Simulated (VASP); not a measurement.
# SiO2: single point with r2SCAN

The system is SiO2.

```
Si O
1.0
     4.18541    0.00000    0.00000
     0.00000    4.33190    0.00000
     0.00000    0.00000    2.66874
Si O
2 4
Direct
  0.50000 0.50000 0.50000
  0.00000 0.00000 0.00000
  0.69389 0.69389 0.00000
  0.19389 0.80611 0.50000
  0.30611 0.30611 0.00000
  0.80611 0.19389 0.50000
```

This cell differs from its parent crystal: strain +0.0350 x Voigt [0, 1, 0, 0, 0, 0].

```
Program             : VASP 6.6.1
Task                : single point
Functional          : r2SCAN
Potentials or basis : VASP PAW PBE potentials, release 64 (Si, O)
Cutoff              : 520 eV
k mesh              : 6 × 6 × 8
Occupations         : gaussian, width 0.05 eV
Spin                : no spin polarisation
```

```
Pressure               : -9.6 GPa
Largest force          : 0.390 eV/Å
Band gap on the k mesh : 5.92 eV
```

Forces on the atoms (eV/Å):
```
Si   0.000  0.000  0.000
Si   0.000  0.000  0.000
O   -0.171 -0.351  0.000
O   -0.171  0.351  0.000
O    0.171  0.351  0.000
O    0.171 -0.351  0.000
```

Stress tensor (GPa, compression positive):
```
 -5.74   0.00   0.00
  0.00 -18.01   0.00
  0.00   0.00  -5.08
```

Levels at points of the mesh, in eV from the valence-band top:
```
           k point  band 14  band 15  band 16  band 17  band 18  band 19
(0.00, 0.00, 0.00)    -1.04    -0.72     0.00     5.92     7.76     9.19
(0.50, 0.00, 0.00)    -2.61    -1.16    -1.16     8.31     8.31     9.97
(0.00, 0.50, 0.00)    -2.51    -0.96    -0.96     8.36     8.36    10.05
(0.50, 0.50, 0.00)    -2.56    -2.25    -2.25     8.11     8.11    10.89
(0.00, 0.00, 0.50)    -2.89    -2.59    -2.59     9.59     9.59    13.28
(0.50, 0.00, 0.50)    -2.20    -1.61    -1.61     9.47     9.47    10.38
(0.00, 0.50, 0.50)    -2.30    -1.82    -1.82     9.22     9.22    10.25
(0.50, 0.50, 0.50)    -1.75    -1.52    -1.52     7.64     7.64    11.54
```

Wall time 4.9 min on 1 thread of Intel Xeon 8259CL, on a shared host, peak memory 0.21 GiB.

Caveat: the cell differs from its parent crystal (strain +0.0350 x Voigt [0, 1, 0, 0, 0, 0]); the cell stands under tension; the PAW data sets were made with another functional, which shifts forces and pressure a little. A k mesh can miss the band edges.
